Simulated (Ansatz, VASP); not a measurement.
Si in VASP and in Ansatz

```xyz
2
Lattice="0.0000 2.7227 2.7227 2.7227 0.0000 2.7227 2.7227 2.7227 0.0000" Properties=species:S:1:pos:R:3 pbc="T T T"
Si    2.7227    2.7227    2.7227
Si    4.0841    4.0841    4.0841
```

Alike in both runs: task single point; functional r2SCAN; k mesh 14 × 14 × 14; occupations fermi-dirac, width 0.05 eV; no spin polarisation.

```csv
,VASP,Ansatz
version,VASP 6.6.1,Ansatz 0.2.0
potentials or method,"VASP PAW PBE potentials, release 64 (Si), cutoff 520 eV","plane waves (500 eV) with PAW, scalar-relativistic"
valence electrons in the cell,8,8
```

```tsv
	VASP	Ansatz	Ansatz less VASP
pressure (GPa)	-0.3	-0.1	+0.24
```

VASP's potentials were made for PBE, not for r2SCAN. With one functional, cell and mesh, what is left measures potentials, basis and numerics.
